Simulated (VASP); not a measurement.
SbSe3:

```
Sb Se
1.0
    -2.28566    2.28566    5.10562
     2.28566   -2.28566    5.10562
     2.28566    2.28566   -5.10562
Sb Se
1 3
Direct
  0.00000 0.00000 0.00000
  0.50000 0.50000 0.00000
  0.25000 0.75000 0.50000
  0.75000 0.25000 0.50000
```

```yaml
Program: VASP 6.6.1
Task: relaxation of cell and atoms
Functional: PBE
Potentials_or_basis: VASP PAW PBE potentials, release 64 (Sb, Se)
Cutoff: 600 eV
k_mesh: 6 × 6 × 6
Occupations: gaussian, width 0.1 eV
Spin: no spin polarisation
```

At the start: pressure -8.0 GPa; volume 26.67 Å³/atom.

Q: How do energy, volume and symmetry change on relaxing?

A: Over 21 steps the energy falls by 306.7 meV/atom and the volume is 26.30 Å³/atom (-1.4 %); space group I4/mmm (No. 139, to 0.1 Å) before and after.

Step by step:
| step | energy change (eV) | largest force (eV/Å) | pressure (GPa) | volume (Å³) |
| --- | --- | --- | --- | --- |
| 1 | 0.0000 | 0.0000 | -7.97 | 106.69 |
| 2 | -0.5323 | 0.0000 | 1.48 | 87.46 |
| 3 | -0.5377 | 0.0000 | 0.30 | 88.92 |
| 4 | -0.5791 | 0.0000 | 0.51 | 88.86 |
| 5 | -0.7335 | 0.0000 | 1.41 | 88.49 |
| 6 | -0.9077 | 0.0000 | 5.63 | 86.90 |
| 7 | -0.9168 | 0.0000 | 5.57 | 87.13 |
| 8 | -0.9400 | 0.0000 | 5.41 | 87.81 |
| 9 | -0.9820 | 0.0000 | 5.40 | 89.13 |
| 10 | -1.0412 | 0.0000 | 6.20 | 91.57 |
| 11 | -1.0999 | 0.0000 | 4.82 | 93.51 |
| 12 | -1.2036 | 0.0000 | 1.54 | 99.48 |
| 13 | -1.1508 | 0.0000 | -3.21 | 112.09 |
| 14 | -1.2214 | 0.0000 | -0.35 | 103.81 |
| 15 | -1.2215 | 0.0000 | -0.25 | 103.54 |
| 16 | -1.2215 | 0.0000 | -0.15 | 103.29 |
| 17 | -1.2226 | 0.0000 | -0.09 | 103.44 |
| 18 | -1.2251 | 0.0000 | 0.01 | 103.89 |
| 19 | -1.2263 | 0.0000 | 0.28 | 104.79 |
| 20 | -1.2264 | 0.0000 | 0.22 | 104.62 |
| 21 | -1.2268 | 0.0000 | 0.06 | 105.19 |

Final structure:
```
CELL_PARAMETERS angstrom
-1.95941 1.95941 6.84943
1.95941 -1.95941 6.84943
1.95941 1.95941 -6.84943
ATOMIC_POSITIONS crystal
Sb 0.00000 0.00000 0.00000
Se 0.50000 0.50000 0.00000
Se 0.25000 0.75000 0.50000
Se 0.75000 0.25000 0.50000
```

Caveat: the highest band is partly filled, so the run has too few bands; a cell axis changed by over 15 % at a fixed basis, so the end point is rough.
